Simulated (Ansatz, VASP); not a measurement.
Sc2SbAs: VASP beside Ansatz

Contents of INCAR:

```
SYSTEM = Sc2SbAs
PREC     = Accurate       ! precision mode
ENCUT    = 600            ! plane-wave cutoff, eV
EDIFF    = 1E-7           ! SCF threshold, eV
ISMEAR   = 0              ! smearing method
SIGMA    = 0.1            ! smearing width, eV
LREAL    = .False.        ! projectors in reciprocal space
LASPH    = .True.         ! aspherical terms in the spheres
NELM     = 80             ! most SCF steps
ALGO     = Normal         ! electronic algorithm
ISIF     = 3              ! what is computed and relaxed
LWAVE    = .False.        ! write WAVECAR
LCHARG   = .False.        ! write CHGCAR
GGA      = PE             ! functional
IBRION   = 2              ! ionic algorithm
NSW      = 90             ! ionic steps
EDIFFG   = -0.04          ! ionic threshold
```

Contents of KPOINTS:

```
regular mesh
0
Gamma
  6 6 4
  0 0 0
```

Contents of POSCAR:

```
Sc2SbAs
1.0
    4.7329342700      0.0000000000      0.0000000000
   -2.3664671400      4.0988413100      0.0000000000
    0.0000000000      0.0000000000      5.4508565800
Sc Sb As
2 1 1
Direct
    0.3333333300      0.6666666700      0.5000000000
    0.6666666700      0.3333333300      0.5000000000
    0.0000000000      0.0000000000      0.0000000000
    0.0000000000      0.0000000000      0.5000000000
```

Input for Ansatz:

```yaml
crystal:
  lattice:
    - [4.73293427, 0.0, 0.0]
    - [-2.36646714, 4.09884131, 0.0]
    - [0.0, 0.0, 5.45085658]
  atoms:
    - { symbol: Sc, position: [0.33333333, 0.66666667, 0.5] }
    - { symbol: Sc, position: [0.66666667, 0.33333333, 0.5] }
    - { symbol: Sb, position: [0.0, 0.0, 0.0] }
    - { symbol: As, position: [0.0, 0.0, 0.5] }
basis:
  ecutwfc: 420
kpoints:
  mp_grid: { grid: [6, 6, 4] }
hamiltonian:
  xc: pbe
scf:
  occupations: { method: gaussian, width: 0.1 }
  lower_state_search: "off"
output:
  forces: true
  stress: true
  eigenvalues: true
relax:
  adjacent_minimum: "off"
  f_tol: 0.04
  max_steps: 70
  cell: { stress_tol: 0.4 }
```

Alike in both runs: task relaxation of cell and atoms; functional PBE; k mesh 6 × 6 × 4; occupations gaussian, width 0.1 eV; no spin polarisation.

|  | VASP | Ansatz |
| --- | --- | --- |
| version | VASP 6.6.1 | Ansatz 0.2.0 |
| potentials or method | VASP PAW PBE potentials, release 64 (Sc_sv, Sb, As), cutoff 600 eV | scalar-relativistic, plane waves, PAW |
| valence electrons in the cell | 32 | 52 |

|  | VASP | Ansatz | Ansatz less VASP |
| --- | --- | --- | --- |
| gap on the k mesh at the Fermi level, each at its own relaxed structure (eV) | none | none | - |
| relaxed volume (Å³/atom) | 28.67 | 28.65 | -0.019 |
| relaxed length of the cell vector where the two differ most in proportion (Å) | 4.832 | 4.830 | -0.0022 |

A gap of «none» marks a metal or a gap that the smearing closes. VASP's potentials hold 32 valence electrons a cell and Ansatz's 52, so a difference there can come from the potentials and not from the codes.

Spin-orbit coupling is off throughout.
